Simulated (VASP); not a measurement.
# WS2 (R3m) in VASP: single point with PBEsol

Aim: the single point of WS2 with PBEsol.

Everything below comes from runs of VASP 6.6.1. Logs are shortened: lines on timing, memory, paths and dates and some standing lists are left out, and cuts for length are marked.

### 1 The cell of the first run

Symmetry: R3m, No. 160, trigonal system. The conventional cell has a = 3.168 Å, b = 3.168 Å, c = 18.551 Å, α = 90.00°, β = 90.00°, γ = 120.00°. W (site symmetry 3m) has 6 S at 2.40 to 2.42 Å and 6 W at 3.17 Å within 3.2 Å. Within 3.2 Å of S (site symmetry 3m) lie 3 W at 2.40 Å and 7 S at 3.14 to 3.17 Å. Within 3.2 Å of S (site symmetry 3m) lie 3 W at 2.42 Å and 7 S at 3.14 to 3.17 Å.

### 2 Single point, PBEsol (17.92 Å³/atom)

Input file INCAR:

```
SYSTEM = WS2
PREC = Accurate ; ENCUT = 520
EDIFF = 1E-7 ; ISMEAR = -1
SIGMA = 0.03 ; LREAL = .FALSE.
LASPH = .TRUE. ; NELM = 100
ALGO = Normal ; ISIF = 2
LWAVE = .FALSE. ; LCHARG = .FALSE.
GGA = PS ; NBANDS = 20
```

Input file KPOINTS:

```
Automatic mesh
0
G
  15 15 15
  0 0 0
```

Input file POSCAR:

```
WS2
1.0
    1.5842462713      0.9146650112      6.1838063298
   -1.5842462713      0.9146650112      6.1838063298
    0.0000000000     -1.8293300223      6.1838063298
W S
1 2
Direct
    0.0000000000      0.0000000000      0.0000000000
    0.7503000000      0.7503000000      0.7503000000
    0.5810000000      0.5810000000      0.5810000000
```

Potentials or basis: VASP PAW PBE potentials, release 64 (W_sv, S).

The run is started by

```console
$ cat potpaw_PBE.64/W_sv/POTCAR potpaw_PBE.64/S/POTCAR > POTCAR
$ mpirun -np 1 vasp_std > vasp.out
```

OUTCAR:

```text
SYSTEM = WS2
   PREC = Accurate
   ENCUT = 520
   EDIFF = 1E-7
   ISMEAR = -1
   LREAL = .FALSE.
   LASPH = .TRUE.
   NELM = 100
   ISIF = 2
   GGA = PS

 ion  position               nearest neighbor table
   1  0.000  0.000  0.000-   2 2.40   2 2.40   2 2.40   3 2.42   3 2.42   3 2.42
   2  0.750  0.750  0.750-   1 2.40   1 2.40   1 2.40
   3  0.581  0.581  0.581-   1 2.42   1 2.42   1 2.42

  LATTYP: Found a trigonal (rhomboedric) cell.
 ALAT       =     6.4487137520
 COS(alpha) =     0.8792939096

  Lattice vectors:

 A1 = (   1.5842462713,   0.9146650112,   6.1838063298)
 A2 = (  -1.5842462713,   0.9146650112,   6.1838063298)
 A3 = (   0.0000000000,  -1.8293300223,   6.1838063298)

Analysis of symmetry for initial positions (statically):
=====================================================================
 Subroutine PRICEL returns:
 Original cell was already a primitive cell.

 Routine SETGRP: Setting up the symmetry group for a
 trigonal (rhombohedral) supercell.

 Subroutine GETGRP returns: Found  6 space group operations
 (whereof  6 operations were pure point group operations)
 out of a pool of 12 trial point group operations.

The static configuration has the point symmetry C_3v.

Analysis of symmetry for dynamics (positions and initial velocities):
=====================================================================
 Subroutine PRICEL returns:
 Original cell was already a primitive cell.

 Routine SETGRP: Setting up the symmetry group for a
 trigonal (rhombohedral) supercell.

 Subroutine GETGRP returns: Found  6 space group operations
 (whereof  6 operations were pure point group operations)
 out of a pool of 12 trial point group operations.

The dynamic configuration has the point symmetry C_3v.

 Subroutine INISYM returns: Found  6 space group operations
 (whereof  6 operations are pure point group operations),
 and found     1 'primitive' translations

----------------------------------------------------------------------------------------

                                     Primitive cell

  volume of cell :      53.7640

  direct lattice vectors                    reciprocal lattice vectors
     1.584246271  0.914665011  6.183806330     0.315607497  0.182216073  0.053904232
    -1.584246271  0.914665011  6.183806330    -0.315607497  0.182216073  0.053904232
     0.000000000 -1.829330022  6.183806330     0.000000000 -0.364432146  0.053904232
[... 76 lines left out ...]
 SYSTEM =  WS2
   PREC   = accura    normal or accurate (medium, high low for compatibility)
   ISTART =      0    job   : 0-new  1-cont  2-samecut
   ICHARG =      2    charge: 1-file 2-atom 10-const
   ISPIN  =      1    spin polarized calculation?
   LNONCOLLINEAR =      F non collinear calculations
   LSORBIT =      F    spin-orbit coupling
   LASPH  =      T    aspherical Exc in radial PAW
   ENCUT  =  520.0 eV  38.22 Ry    6.18 a.u.  11.99 11.99 11.99*2*pi/ulx,y,z
   NELM   =    100;   NELMIN=  2; NELMDL= -5     # of ELM steps
   EDIFF  = 0.1E-06   stopping-criterion for ELM
   LREAL  =      F    real-space projection
   EDIFFG = 0.1E-05   stopping-criterion for IOM
   NSW    =      0    number of steps for IOM
   IBRION =     -1    ionic relax: 0-MD 1-quasi-New 2-CG
   NFREE  =      0    steps in history (QN), initial steepest desc. (CG)
   ISIF   =      2    stress and relaxation
   ISYM   =      2    0-nonsym 1-usesym 2-fastsym
   POTIM  = 0.5000    time-step for ionic-motion
   TEBEG  =    0.0;   TEEND  =   0.0 temperature during run
   PSTRESS=    0.0 pullay stress
   NELECT =      26.0000    total number of electrons
   NUPDOWN=      -1.0000    fix difference up-down
   EMIN   =  10.00;   EMAX   =-10.00  energy-range for DOS
   EFERMI =   0.00;   METHOD = LEGACY
   ISMEAR =    -1;   SIGMA  =   0.03  broadening in eV -4-tet -1-fermi 0-gaus
   EFERMI_NEDOS =   21; number of points for ismear=-14 and -15
   IALGO  =     38    algorithm
   IMIX   =      4    mixing-type and parameters
     AMIX     =   0.40;   BMIX     =  1.00
     AMIX_MAG =   1.60;   BMIX_MAG =  1.00
  volume/ion in A,a.u.               =      17.92       120.94
  Fermi-wavevector in a.u.,A,eV,Ry     =   1.284997  2.428291 22.466162  1.651216
  Thomas-Fermi vector in A             =   2.417157
   LORBIT       =      0    0 simple, 1 ext, 2 COOP (PROOUT), +10 PAW based schemes
   GGA     = PS    functional components
   LHFCALC =     F    Hartree Fock is set to
   AEXX    =    0.0000 exact exchange contribution
   IVDW    =     0    specifies the selected vdW correction
   LEPSILON=     F    determine dielectric tensor
   LRPA    =     F    only Hartree local field effects (RPA)
 non-spin polarized calculation
  energy-cutoff  :      520.00
  volume of cell :       53.76
 maximum number of plane-waves:      1469
   NGX = 23   NGY = 23   NGZ = 23

 number of electron      26.0000001 magnetization

 Free energy of the ion-electron system (eV)
  ---------------------------------------------------
  ext. energy  EPLUGINS =         0.00000000
  ---------------------------------------------------
  free energy    TOTEN  =       -25.25915073 eV

  energy without entropy =      -25.25915073  energy(sigma->0) =      -25.25915073

 E-fermi :   7.7428     XC(G=0): -11.0665

 val. band max:        7.2607075533   @ k =   0.4667   0.4667   0.4667
 cond. band min:       8.3036300788   @ k =  -0.2000   0.1333  -0.0000
 fundamental gap:      1.0429225255
 Fermi energy:         7.7427970783

 k-point     1 :       0.0000    0.0000    0.0000
  band No.  band energies     occupation
      1     -67.3327      2.00000
      2     -31.5898      2.00000
      3     -31.4172      2.00000
      4     -31.4172      2.00000
      5      -8.3061      2.00000
      6      -6.3307      2.00000
[... 541 lines left out ...]
     19      15.7044      0.00000
     20      16.1959      0.00000

 [... further k-points ...]
[... 5 lines left out ...]
  --------------------------------------------------------------------------------------
  -------------------------------------------------------------------------------------
  Total       -0.8210748     -0.8210748     -0.5112092      0.0000000     -0.0000000     -0.0000000
  in kB      -24.4681648    -24.4681648    -15.2341204      0.0000000     -0.0000000     -0.0000000
  external PRESSURE =     -21.3901500 kB  Pullay stress =       0.0000000 kB

 VOLUME and BASIS-vectors are now :
 -----------------------------------------------------------------------------
  energy-cutoff  :      520.00
  volume of cell :       53.76
      direct lattice vectors                 reciprocal lattice vectors
     1.584246271  0.914665011  6.183806330     0.315607497  0.182216073  0.053904232
    -1.584246271  0.914665011  6.183806330    -0.315607497  0.182216073  0.053904232
     0.000000000 -1.829330022  6.183806330     0.000000000 -0.364432146  0.053904232

 POSITION                                       TOTAL-FORCE (eV/Angst)
 -----------------------------------------------------------------------------------
      0.00000      0.00000      0.00000         0.000000     -0.000000     -0.587667
      0.00000      0.00000     13.91913         0.000000      0.000000      0.071090
      0.00000      0.00000     10.77837         0.000000      0.000000      0.516577
 -----------------------------------------------------------------------------------
    total drift:                                0.000000      0.000000      0.000055

  FREE ENERGIE OF THE ION-ELECTRON SYSTEM (eV)
  ---------------------------------------------------
  free  energy   TOTEN  =       -25.2591507323 eV

  energy  without entropy=      -25.2591507321  energy(sigma->0) =      -25.25915073
```

OSZICAR:

```text
N       E                     dE             d eps       ncg     rms          rms(c)
DAV:   1     0.197331992570E+03    0.19733E+03   -0.12966E+04 13760   0.129E+03
DAV:   2    -0.160705019061E+02   -0.21340E+03   -0.20633E+03 16036   0.343E+02
DAV:   3    -0.264190758981E+02   -0.10349E+02   -0.10234E+02 17228   0.708E+01
DAV:   4    -0.265699957962E+02   -0.15092E+00   -0.15078E+00 16636   0.924E+00
DAV:   5    -0.265725545478E+02   -0.25588E-02   -0.25586E-02 17036   0.127E+00    0.272E+01
DAV:   6    -0.254541545640E+02    0.11184E+01   -0.56919E+00 15232   0.163E+01    0.110E+01
DAV:   7    -0.253154625103E+02    0.13869E+00   -0.13503E+00 14380   0.650E+00    0.540E+00
DAV:   8    -0.252607949363E+02    0.54668E-01   -0.26901E-01 15896   0.345E+00    0.121E+00
DAV:   9    -0.252595330449E+02    0.12619E-02   -0.11816E-02 17400   0.738E-01    0.536E-01
DAV:  10    -0.252591790210E+02    0.35402E-03   -0.42571E-03 16128   0.461E-01    0.660E-02
DAV:  11    -0.252591419685E+02    0.37052E-04   -0.56844E-04 15484   0.158E-01    0.587E-02
DAV:  12    -0.252591460340E+02   -0.40655E-05   -0.56068E-05 16028   0.582E-02    0.123E-02
DAV:  13    -0.252591505273E+02   -0.44933E-05   -0.71459E-06 15824   0.192E-02    0.736E-03
DAV:  14    -0.252591506678E+02   -0.14044E-06   -0.11426E-06 16496   0.607E-03    0.176E-03
DAV:  15    -0.252591507323E+02   -0.64516E-07   -0.19590E-07 15520   0.298E-03
   1 F= -.25259151E+02 E0= -.25259151E+02  d E =-.174866E-09
```

stdout:

```text
POSCAR found type information on POSCAR W S
 POSCAR found :  2 types and       3 ions
 scaLAPACK will be used
 -----------------------------------------------------------------------------
|                                                                             |
|                                                                             |
|     You enforced a specific xc type in the INCAR file but a different       |
|     I HOPE YOU KNOW WHAT YOU ARE DOING!                                     |
|                                                                             |
 -----------------------------------------------------------------------------

 LDA part: xc-table for (Slater+PW92), standard interpolation
 POSCAR, INCAR and KPOINTS ok, starting setup
 FFT: planning ... GRIDC
 FFT: planning ... GRID_SOFT
 FFT: planning ... GRID
 WAVECAR not read
 entering main loop
```

Run time: 19 min. Hardware: 1 thread of Oxide Virtual Turin-like, shared host; peak memory 0.54 GiB.

Results:

| Property | Result |
| --- | --- |
| Free energy | -25.2592 eV |
| Pressure | -2.1 GPa |
| Largest force | 0.588 eV/Å |
| Band gap on the k mesh | 1.04 eV (least direct gap 1.87 eV) |

Forces in eV/Å, atoms in the order of the input:
```
W    0.000  0.000 -0.588
S    0.000  0.000  0.071
S    0.000  0.000  0.517
```

Stress tensor (GPa, compression positive):
```
-2.45  0.00  0.00
 0.00 -2.45  0.00
 0.00  0.00 -1.52
```

Caveat: the PAW data sets were made with another functional, which shifts forces and pressure a little; spin-orbit coupling is left out, which moves the levels of the heavy elements. A k mesh can miss the band edges.
